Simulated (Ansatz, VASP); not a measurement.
## ScTeI4 in VASP and in Ansatz

```
Sc Te I
1.0
     4.88410   -5.91022    0.00000
     4.88410    5.91022    0.00000
     0.00000    0.00000    4.61532
Sc Te I
1 1 4
Direct
  0.50000 0.50000 0.50000
  0.00000 0.00000 0.00000
  0.69986 0.69986 0.00000
  0.30014 0.30014 0.00000
  0.73231 0.26769 0.50000
  0.26769 0.73231 0.50000
```

Change from the starting cell: species swapped into the LiMnF4 type (Cmmm, No. 65).

Alike in both runs: functional PBE; k mesh 6 × 6 × 8; occupations gaussian, width 0.1 eV; no spin polarisation.

Ansatz relaxed the structure, and its values are those at the end. VASP's run is a single point on that final structure, the one shown.

|  | VASP | Ansatz |
| --- | --- | --- |
| version | VASP 6.6.1 | Ansatz 0.2.0 |
| potentials or method | VASP PAW PBE potentials, release 64 (Sc_sv, Te, I), cutoff 520 eV | scalar-relativistic, plane waves, PAW |
| valence electrons in the cell | 45 | 95 |

|  | VASP | Ansatz | Ansatz less VASP |
| --- | --- | --- | --- |
| gap on the k mesh at the Fermi level (eV) | none | none | - |
| pressure (GPa) | 0.0 | 0.0 | -0.01 |
| rms of the force components (eV/Å) | 0.007 | 0.001 | -0.0058 |

A gap of «none» marks a metal or a gap that the smearing closes. VASP's potentials hold 45 valence electrons a cell and Ansatz's 95, so a difference there can come from the potentials and not from the codes.

Neither program's run includes spin-orbit coupling.
